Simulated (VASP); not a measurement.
# KTaO3 (Pm-3m) in VASP: further runs, part 2 of 2

VASP 6.6.1. The steps go on from the part before.

## (4) Single point, r2SCAN (volume changed by +6%)

Input file POSCAR:

```
KTaO3
1.0
    4.0683888445      0.0000000000      0.0000000000
    0.0000000000      4.0683888445      0.0000000000
    0.0000000000      0.0000000000      4.0683888445
K Ta O
1 1 3
Direct
    0.0000000000      0.0000000000      0.0000000000
    0.5000000000      0.5000000000      0.5000000000
    0.5000000000      0.5000000000      0.0000000000
    0.5000000000      0.0000000000      0.5000000000
    0.0000000000      0.5000000000      0.5000000000
```

Input file INCAR.step1:

```
SYSTEM = KTaO3
PREC = Accurate ; ENCUT = 520
ISMEAR = 0 ; SIGMA = 0.01
LREAL = .FALSE. ; LASPH = .TRUE.
NELM = 60 ; NBANDS = 27
GGA = PE ; ALGO = Normal
EDIFF = 1E-4 ; LWAVE = .TRUE.
LCHARG = .FALSE.
```

Input file INCAR.step2:

```
SYSTEM = KTaO3
PREC = Accurate ; ENCUT = 520
EDIFF = 1E-6 ; ISMEAR = 0
SIGMA = 0.01 ; LREAL = .FALSE.
LASPH = .TRUE. ; NELM = 60
ALGO = Normal ; ISIF = 2
LWAVE = .FALSE. ; LCHARG = .FALSE.
METAGGA = R2SCAN ; LMIXTAU = .TRUE.
NBANDS = 27 ; ISTART = 1
```

Input file KPOINTS:

```
Automatic mesh
0
G
  6 6 6
  0 0 0
```

Potentials or basis: VASP PAW PBE potentials, release 64 (K_sv, Ta_pv, O).

The run is started by

```sh
$ cat potpaw_PBE.64/K_sv/POTCAR potpaw_PBE.64/Ta_pv/POTCAR potpaw_PBE.64/O/POTCAR > POTCAR
$ cp INCAR.step1 INCAR
$ mpirun -np 1 vasp_std > vasp.out
$ cp INCAR.step2 INCAR
$ mpirun -np 1 vasp_std > vasp.out
```

OUTCAR:

```text
SYSTEM = KTaO3
   PREC = Accurate
   ENCUT = 520
   EDIFF = 1E-6
   ISMEAR = 0
   LREAL = .FALSE.
   LASPH = .TRUE.
   NELM = 60
   ISIF = 2
   METAGGA = R2SCAN
   ISTART = 1

 ion  position               nearest neighbor table
   1  0.000  0.000  0.000-   3 2.88   4 2.88   5 2.88   4 2.88   5 2.88   3 2.88   5 2.88   5 2.88
                             3 2.88   4 2.88   4 2.88   3 2.88   2 3.52   2 3.52   2 3.52   2 3.52
   2  0.500  0.500  0.500-   3 2.03   4 2.03   5 2.03   3 2.03   4 2.03   5 2.03   1 3.52   1 3.52
[... 801 lines left out ...]
  -------------------------------------------------------------------------------------
  Total       -4.2124102     -4.2124102     -4.2124102     -0.0000000      0.0000000     -0.0000000
  in kB     -100.2244944   -100.2244944   -100.2244944     -0.0000000      0.0000000     -0.0000000
  external PRESSURE =    -100.2244944 kB  Pullay stress =       0.0000000 kB

 VOLUME and BASIS-vectors are now :
 -----------------------------------------------------------------------------
  energy-cutoff  :      520.00
  volume of cell :       67.34
      direct lattice vectors                 reciprocal lattice vectors
     4.068388845  0.000000000  0.000000000     0.245797547  0.000000000  0.000000000
     0.000000000  4.068388845  0.000000000     0.000000000  0.245797547  0.000000000
     0.000000000  0.000000000  4.068388845     0.000000000  0.000000000  0.245797547

 POSITION                                       TOTAL-FORCE (eV/Angst)
 -----------------------------------------------------------------------------------
      0.00000      0.00000      0.00000         0.000000      0.000000      0.000000
      2.03419      2.03419      2.03419         0.000000      0.000000      0.000000
      2.03419      2.03419      0.00000         0.000000      0.000000      0.000000
      2.03419      0.00000      2.03419         0.000000      0.000000      0.000000
      0.00000      2.03419      2.03419         0.000000      0.000000      0.000000
 -----------------------------------------------------------------------------------
    total drift:                                0.000000      0.000000     -0.000000

  FREE ENERGIE OF THE ION-ELECTRON SYSTEM (eV)
  ---------------------------------------------------
  free  energy   TOTEN  =       -87.0521405634 eV

  energy  without entropy=      -87.0521405634  energy(sigma->0) =      -87.05214056
```

It took 95 s on 1 thread of Intel Xeon 6975P-C (Granite Rapids), shared host; peak memory 0.18 GiB.

Results:

| Item | Value |
| --- | --- |
| Free energy | -87.0521 eV |
| Pressure | -10.0 GPa |
| Band gap on the k mesh | 2.44 eV, indirect (least direct gap 3.11 eV) |

Levels at points of the mesh, in eV from the valence-band top:
```tsv
k point	band 16	band 17	band 18	band 19	band 20	band 21	band 22	band 23
(0.00, 0.00, 0.00)	-1.00	-0.67	-0.67	-0.67	2.44	2.44	2.44	6.38
(0.50, 0.00, 0.00)	-2.03	-1.40	-0.87	-0.87	2.57	5.02	5.02	6.41
(0.50, 0.50, 0.00)	-1.84	-1.39	-1.39	-0.03	5.05	5.05	6.26	7.33
(0.50, 0.50, 0.50)	-3.76	0.00	0.00	0.00	6.36	6.36	6.36	9.49
```

Caveat: the PAW data sets were made with another functional, which shifts forces and pressure a little; spin-orbit coupling is left out, which moves the levels of the heavy elements. A k mesh can miss the band edges.

## (5) Single point, PBE (volume changed by -6%)

Input file INCAR:

```
ALGO = Normal
EDIFF = 1E-6
ENCUT = 600
GGA = PE
GGA_COMPAT = False
ISIF = 2
ISMEAR = 0
LASPH = True
LCHARG = False
LREAL = False
LWAVE = False
NBANDS = 28
NELM = 120
PREC = Accurate
SIGMA = 0.01
```

Input file KPOINTS:

```
k-points
0
Gamma
  6 6 6
```

Edit POSCAR of step 4 so:

```diff
@@ -2,5 +2,5 @@
 1.0
-    4.0683888445      0.0000000000      0.0000000000
-    0.0000000000      4.0683888445      0.0000000000
-    0.0000000000      0.0000000000      4.0683888445
+    3.9422708004      0.0000000000      0.0000000000
+    0.0000000000      3.9422708004      0.0000000000
+    0.0000000000      0.0000000000      3.9422708004
 K Ta O
```

Potentials or basis: VASP PAW PBE potentials, release 64 (K_sv, Ta_sv_GW, O).

The run is started by

```sh
$ cat potpaw_PBE.64/K_sv/POTCAR potpaw_PBE.64/Ta_sv_GW/POTCAR potpaw_PBE.64/O/POTCAR > POTCAR
$ mpirun -np 1 vasp_std > vasp.out
```

OUTCAR:

```text
EDIFF = 1E-6
   ENCUT = 600
   GGA = PE
   ISIF = 2
   ISMEAR = 0
   LASPH = True
   LREAL = False
   NELM = 120
   PREC = Accurate

 ion  position               nearest neighbor table
   1  0.000  0.000  0.000-   3 2.79   4 2.79   5 2.79   4 2.79   5 2.79   3 2.79   5 2.79   5 2.79
                             3 2.79   4 2.79   4 2.79   3 2.79   2 3.41   2 3.41   2 3.41   2 3.41
   2  0.500  0.500  0.500-   3 1.97   4 1.97   5 1.97   3 1.97   4 1.97   5 1.97   1 3.41   1 3.41
                             1 3.41   1 3.41   1 3.41   1 3.41   1 3.41   1 3.41
[... 821 lines left out ...]
  -------------------------------------------------------------------------------------
  Total        5.2063422      5.2063422      5.2063422     -0.0000000      0.0000000     -0.0000000
  in kB      136.1457021    136.1457021    136.1457021     -0.0000000      0.0000000     -0.0000000
  external PRESSURE =     136.1457021 kB  Pullay stress =       0.0000000 kB

 VOLUME and BASIS-vectors are now :
 -----------------------------------------------------------------------------
  energy-cutoff  :      600.00
  volume of cell :       61.27
      direct lattice vectors                 reciprocal lattice vectors
     3.942270800  0.000000000  0.000000000     0.253660910  0.000000000  0.000000000
     0.000000000  3.942270800  0.000000000     0.000000000  0.253660910  0.000000000
     0.000000000  0.000000000  3.942270800     0.000000000  0.000000000  0.253660910

 POSITION                                       TOTAL-FORCE (eV/Angst)
 -----------------------------------------------------------------------------------
      0.00000      0.00000      0.00000         0.000000      0.000000      0.000000
      1.97114      1.97114      1.97114         0.000000      0.000000      0.000000
      1.97114      1.97114      0.00000         0.000000      0.000000      0.000000
      1.97114      0.00000      1.97114         0.000000      0.000000      0.000000
      0.00000      1.97114      1.97114         0.000000      0.000000      0.000000
 -----------------------------------------------------------------------------------
    total drift:                                0.000000     -0.000000     -0.000000

  FREE ENERGIE OF THE ION-ELECTRON SYSTEM (eV)
  ---------------------------------------------------
  free  energy   TOTEN  =       -43.4717423407 eV

  energy  without entropy=      -43.4717423407  energy(sigma->0) =      -43.47174234
```

stdout:

```text
POSCAR found type information on POSCAR K TaO
 POSCAR found :  3 types and       5 ions
 scaLAPACK will be used
 LDA part: xc-table for (Slater+PW92), standard interpolation
 POSCAR, INCAR and KPOINTS ok, starting setup
 FFT: planning ... GRIDC
 FFT: planning ... GRID_SOFT
 FFT: planning ... GRID
 WAVECAR not read
 entering main loop
```

Wall time 60 s (1 thread of AMD EPYC 7R43 (Zen 3), shared host); peak memory 0.17 GiB.

What came out:

```yaml
Free_energy: -43.4717 eV
Pressure: 13.6 GPa
Band_gap_on_the_k_mesh: 2.29 eV, indirect (least direct gap 2.89 eV)
```

Levels at points of the mesh, in eV from the valence-band top:
```
           k point  band 16  band 17  band 18  band 19  band 20  band 21  band 22  band 23  band 24  band 25
(0.00, 0.00, 0.00)    -1.11    -1.11    -0.60    -0.60    -0.60     2.29     2.29     2.29     6.91     7.22
(0.50, 0.00, 0.00)    -2.31    -2.20    -1.59    -0.83    -0.83     2.46     5.29     5.29     7.27     8.99
(0.50, 0.50, 0.00)    -2.94    -1.56    -1.46    -1.46    -0.04     5.33     5.33     6.68     8.17    10.24
(0.50, 0.50, 0.50)    -4.00    -4.00     0.00     0.00     0.00     6.84     6.84     6.84     9.01     9.01
```

Caveat: spin-orbit coupling is left out, which moves the levels of the heavy elements. A k mesh can miss the band edges.

## (6) Summary

```csv
level,potentials or basis,cell,cutoff (eV),second run,gap on the mesh (eV),pressure (GPa)
r2SCAN,"VASP PAW PBE potentials, release 64 (K_sv, Ta_pv, O)","a = 3.990 Å, 5 atoms",520,-,2.59,0.9
r2SCAN,"VASP PAW PBE potentials, release 64 (K_sv, Ta_pv, O)","a = 4.030 Å, 5 atoms",520,-,2.52,-5.0
r2SCAN,"VASP PAW PBE potentials, release 64 (K_sv, Ta_pv, O)","a = 4.068 Å, 5 atoms",520,-,2.44,-10.0
PBE,"VASP PAW PBE potentials, release 64 (K_sv, Ta_sv_GW, O)","a = 3.942 Å, 5 atoms",600,valence_matched,2.29,13.6
```

Alike in all rows: task single point; no spin polarisation; k mesh 6 × 6 × 6; smearing gaussian 0.01 eV.

Caveats: spin-orbit coupling is left out, which moves the levels of the heavy elements; the PAW data sets were made with another functional, which shifts forces and pressure a little (some runs).

Total energies depend on the potentials used, so only differences within one code and one set of settings carry meaning.
